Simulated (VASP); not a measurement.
Runs of VASP 6.6.1 on N. The structure is that of space group P6_3/mmc (No. 194), or close to it. The cells are those of the table. 

```csv
task,level,potentials or basis,cell,cutoff (eV),gap on the mesh (eV),pressure (GPa),largest force (eV/Å)
relaxation of the atoms,PBEsol,"VASP PAW PBE potentials, release 64 (N)","atoms relaxed from a = 4.367, b = 4.367, c = 7.719 Å, angles 90.0, 90.0, 120.0°, 4 atoms",520,7.34,-0.2,-
single point,PBEsol,"VASP PAW PBE potentials, release 64 (N)","a = 4.367, b = 4.367, c = 7.422 Å, angles 90.0, 90.0, 120.0°, 4 atoms",520,(b),(d),1.87
single point,PBEsol,"VASP PAW PBE potentials, release 64 (N)","a = 4.167, b = 4.167, c = 7.006 Å, angles 90.0, 90.0, 120.0°, 4 atoms",520,6.97,(a),0.89
single point,LDA,"VASP PAW LDA potentials, release 64 (N)","a = 4.396, b = 4.396, c = 7.286 Å, angles 90.0, 90.0, 120.0°, 4 atoms",520,9.13,(c),46.66
relaxation of cell and atoms,PBEsol,"VASP PAW PBE potentials, release 64 (N)","relaxed from a = 4.367, b = 4.367, c = 7.422 Å, angles 90.0, 90.0, 120.0°, 4 atoms",600,6.89,0.0,-
relaxation of the atoms,PBEsol,"VASP PAW PBE potentials, release 64 (N)","atoms relaxed from a = 4.367, b = 4.367, c = 7.867 Å, angles 90.0, 90.0, 120.0°, 4 atoms",520,7.39,-0.2,-
```

Alike in all rows: no spin polarisation; k mesh 6 × 6 × 4; smearing gaussian 0.02 eV.

Q: Fill in the values left out.

A: (a) 0.9; (b) 7.36; (c) 38.1; (d) 1.6.

Caveats: the standard files for N, O and F lose accuracy on very short bonds; the PAW data sets were made with another functional, which shifts forces and pressure a little (some runs); forces of over 1 eV/Å act on the atoms, so gaps and moduli don't describe the material at rest (some runs).

A k mesh can miss the band edges.
